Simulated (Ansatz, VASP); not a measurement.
# One calculation of AlFe, two programs

File INCAR:

```
PREC = Accurate ; ENCUT = 690
EDIFF = 1E-6 ; ISMEAR = -1
SIGMA = 0.05 ; LREAL = F
LASPH = T ; NELM = 200
ALGO = Normal ; ISIF = 2
LWAVE = F ; LCHARG = F
ISPIN = 2 ; MAGMOM = 1.5 0
LORBIT = 11 ; NUPDOWN = 1.5
LMAXMIX = 4 ; GGA = PS
NBANDS = 20 ; GGA_COMPAT = F
```

KPOINTS

```
regular mesh
0
Gamma
  8 8 8
```

Contents of POSCAR:

```
AlFe
1.0
    2.9100000000      0.0000000000      0.0000000000
    0.0000000000      2.9100000000      0.0000000000
    0.0000000000      0.0000000000      2.9100000000
Fe Al
1 1
Direct
    0.5000000000      0.5000000000      0.5000000000
    0.0000000000      0.0000000000      0.0000000000
```

input.yaml

```yaml
crystal:
  lattice:
    - [2.91, 0.0, 0.0]
    - [0.0, 2.91, 0.0]
    - [0.0, 0.0, 2.91]
  atoms:
    - { symbol: Fe, position: [0.5, 0.5, 0.5], spin: 1.5 }
    - { symbol: Al, position: [0.0, 0.0, 0.0] }
hamiltonian:
  xc: pbesol
  pseudopotentials: { kind: paw }
magnetization:
  spin_polarized: true
  initial_magnetization: 1.5
  spin_locking: { lock_magnetization: hard }
kpoints:
  mp_grid: { grid: [8, 8, 8] }
scf:
  occupations: { method: fermi_dirac, width: 0.05 }
  lower_state_search: "off"
output:
  forces: true
  stress: true
  eigenvalues: true
  write_density: true
  write_potential: true
  elf: true
  volumetric_format: npy
```

Alike in both runs: task single point; functional PBEsol; k mesh 8 × 8 × 8; occupations fermi-dirac, width 0.05 eV; collinear spin; fixed moment 1.5 μB.

|  | VASP | Ansatz |
| --- | --- | --- |
| version | VASP 6.6.1 | Ansatz 0.2.0 |
| potentials or method | VASP PAW PBE potentials, release 64 (Fe_sv, Al) | Ansatz PAW |
| plane-wave cutoff (eV) | 690 | 420 |
| valence electrons in the cell | 19 | 19 |

|  | VASP | Ansatz | Ansatz less VASP |
| --- | --- | --- | --- |
| pressure (GPa) | -5.7 | -5.4 | +0.33 |
| net moment per atom (μB) | 0.75 | 0.75 | 0.000 |
| size of the moment on the site where the two differ most (μB) | 1.48 | 1.55 | +0.063 |

VASP's potentials were made for PBE, not for PBEsol. Site moments also hang on the region over which each program counts them.
